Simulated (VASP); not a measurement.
Write the native input for VASP 6.6.1 that does the following.

| Quantity | Value |
| --- | --- |
| Task | single point |
| Functional | PBEsol |
| Potentials or basis | VASP PAW PBE potentials, release 64 (Os) |
| Cutoff | 520 eV |
| k mesh | 18 × 18 × 10 |
| Occupations | gaussian, width 0.1 eV |
| Spin | no spin polarisation |
| Dipole correction | no |
| Further INCAR settings | ALGO = Normal; EDIFF = 1e-07; NBANDS = 15 |

The structure of Os lies in POSCAR:

```
Os
1.0
    2.6085944130      0.0000000000      0.0000000000
   -1.3042972065      2.2591090298      0.0000000000
    0.0000000000      0.0000000000      4.1486982196
Os
2
Direct
    0.3333333333      0.6666666667      0.2500000000
    0.6666666667      0.3333333333      0.7500000000
```

One way to write it, as run:

INCAR

```
SYSTEM = Os
  ALGO = Normal
  EDIFF = 1E-7
  ENCUT = 520
  GGA = PS
  ISIF = 2
  ISMEAR = 0
  LASPH = .TRUE.
  LCHARG = .FALSE.
  LREAL = .FALSE.
  LWAVE = .FALSE.
  NBANDS = 15
  NELM = 60
  PREC = Accurate
  SIGMA = 0.1
```

KPOINTS

```
k-points
0
G
  18 18 10
  0 0 0
```

Potentials or basis: VASP PAW PBE potentials, release 64 (Os).

Command:

```console
$ cat potpaw_PBE.64/Os/POTCAR > POTCAR
$ mpirun -np 1 vasp_std > vasp.out
```

It gave:

```yaml
Pressure: 78.0 GPa
Band_gap_on_the_k_mesh: zero (bands 8 and 9 overlap by 4.94 eV)
```

Caveat: the cell stands under pressure; the PAW data sets were made with another functional, which shifts forces and pressure a little; spin-orbit coupling is left out, which moves the levels of the heavy elements.

Run time: 43 s on 1 thread of Intel(R) Xeon(R) Platinum 8488C (Sapphire Rapids) (shared host), peak memory 0.19 GiB.
